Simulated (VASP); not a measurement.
Crystal: FeCo.

```
Fe Co
1.0
     2.84552    0.00000    0.00000
     0.00000    2.84552    0.00000
     0.00000    0.00000    2.84552
Fe Co
1 1
Direct
  0.50000 0.50000 0.50000
  0.00000 0.00000 0.00000
```

Base run:

| Item | Value |
| --- | --- |
| Program | VASP 6.6.1 |
| Functional | PBE |
| Potentials or basis | VASP PAW PBE potentials, release 64 (Fe, Co) |
| Cutoff | 600 eV |
| k mesh | 16 × 16 × 16 |
| Occupations | gaussian, width 0.05 eV |
| Spin | no spin polarisation |

Its results: pressure -19.0 GPa.

Task: The run is repeated on the same cell with these changes: spin from no spin polarisation to collinear spin, ferromagnetic start; further incar settings from ALGO = Normal; EDIFF = 1e-06; NBANDS = 16 to ALGO = Normal; EDIFF = 1e-06; NBANDS = 20. What comes out?

Result: Pressure -0.6 GPa; net moment 4.54 μB per cell; site moments Fe +2.79; Co +1.77 μB.

Caveats: the cell stands under tension (at least some runs).
